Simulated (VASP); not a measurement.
Here is a VASP 6.6.1 calculation.

INCAR

```
SYSTEM = WS2
  PREC = Accurate
  ENCUT = 520
  EDIFF = 1E-7
  ISMEAR = 0
  SIGMA = 0.02
  LREAL = .False.
  LASPH = .True.
  NELM = 80
  ALGO = Normal
  ISIF = 2
  LWAVE = .False.
  LCHARG = .True.
  GGA = PS
  LELF = .True.
  LVHAR = .True.
  NBANDS = 20
```

Contents of KPOINTS:

```
regular mesh
0
Gamma
  12 12 12
  0 0 0
```

Contents of POSCAR:

```
WS2
1.0
    1.5790003843      0.9116362969      6.1633300000
   -1.5790003843      0.9116362969      6.1633300000
    0.0000000000     -1.8232725938      6.1633300000
W S
1 2
Direct
    0.0000000000      0.0000000000      0.0000000000
    0.7503000000      0.7503000000      0.7503000000
    0.5734039817      0.5328846755      0.6827903293
```

Potentials or basis: VASP PAW PBE potentials, release 64 (W_sv, S).

Run with:

```bash
$ cat potpaw_PBE.64/W_sv/POTCAR potpaw_PBE.64/S/POTCAR > POTCAR
$ mpirun -np 1 vasp_std > vasp.out
```

Question: Estimate the band gap on the k mesh.

Answer: Zero (band 13 reaches 7.99 eV, above the bottom of band 14 at 7.90 eV).

Question: What does it give for the pressure?

Answer: 22.1 GPa.

Forces in eV/Å, atoms in the order of the input:
```
W    1.740 -3.814  6.223
S    0.053  0.157  1.104
S   -1.793  3.658 -7.327
```

Caveat: the cell differs from its parent crystal (one atom moved); the PAW data sets were made with another functional, which shifts forces and pressure a little; spin-orbit coupling is left out, which moves the levels of the heavy elements.
